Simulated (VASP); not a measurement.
A run of VASP 6.6.1 is set up as follows.

File INCAR:

```
SYSTEM = C
PREC     = Accurate       ! precision mode
ENCUT    = 600            ! plane-wave cutoff, eV
EDIFF    = 1E-6           ! SCF threshold, eV
ISMEAR   = 0              ! smearing method
SIGMA    = 0.1            ! smearing width, eV
LREAL    = .FALSE.        ! projectors in reciprocal space
LASPH    = .TRUE.         ! aspherical terms in the spheres
NELM     = 60             ! most SCF steps
ALGO     = Normal         ! electronic algorithm
ISIF     = 3              ! what is computed and relaxed
LWAVE    = .FALSE.        ! write WAVECAR
LCHARG   = .FALSE.        ! write CHGCAR
GGA      = PE             ! functional
IBRION   = 2              ! ionic algorithm
NSW      = 70             ! ionic steps
EDIFFG   = -0.005         ! ionic threshold
```

Contents of KPOINTS:

```
regular mesh
0
G
  21 21 6
  0 0 0
```

POSCAR

```
C
1.0
    2.4649740423      0.0000000000      0.0000000000
   -1.2324870212      2.1347301403      0.0000000000
    0.0000000000      0.0000000000      6.7441727653
C
4
Direct
    0.0000000000      0.0000000000      0.2500000000
    0.0000000000      0.0000000000      0.7500000000
    0.3333333333      0.6666666667      0.2500000000
    0.6666666667      0.3333333333      0.7500000000
```

Potentials or basis: VASP PAW PBE potentials, release 64 (C).

The run is started by

```console
$ cat potpaw_PBE.64/C/POTCAR > POTCAR
$ mpirun -np 1 vasp_std > vasp.out
```

Question: What does it give for the relaxed volume?

Answer: 10.43 Å³/atom.

Question: Predict the space group after relaxing (to 0.05 Å).

Answer: P6_3/mmc (No. 194).

Question: Estimate the band gap on the k mesh.

Answer: Zero (filled and empty bands overlap).

Question: Estimate the relaxed cell.

Answer: a = 2.467 Å, b = 2.467 Å, c = 7.912 Å, α = 90.00°, β = 90.00°, γ = 120.00°.

The path:
```tsv
step	energy change (eV)	largest force (eV/Å)	pressure (GPa)	volume (Å³)
1	0.0000	0.0000	1.40	35.49
2	-0.0050	0.0000	0.08	35.89
3	-0.0099	0.0000	-2.89	36.85
4	-0.0110	0.0000	-2.87	36.91
5	-0.0142	0.0000	-2.56	37.06
6	-0.0200	0.0000	-2.04	37.38
7	-0.0290	0.0000	-1.17	38.01
8	-0.0388	0.0000	1.00	39.26
9	-0.0399	0.0000	1.89	39.77
10	-0.0428	0.0000	0.74	40.47
11	-0.0437	0.0000	0.03	40.94
12	-0.0432	0.0000	-1.38	41.87
13	-0.0439	0.0000	-0.43	41.25
14	-0.0439	0.0000	-0.59	41.32
15	-0.0439	0.0000	-0.48	41.28
16	-0.0442	0.0000	-0.36	41.57
17	-0.0443	0.0000	-0.30	41.67
18	-0.0443	0.0000	-0.22	41.88
19	-0.0443	0.0000	-0.24	41.79
20	-0.0443	0.0000	-0.25	41.83
21	-0.0443	0.0000	-0.23	41.81
22	-0.0443	0.0000	0.07	41.69
23	-0.0443	0.0000	0.01	41.71
```

Caveat: the volume moved by over 15 % at a fixed basis, so the end points are rough; this functional lacks dispersion, which binds the layers, so the pressure and a relaxed spacing across them are unreliable.
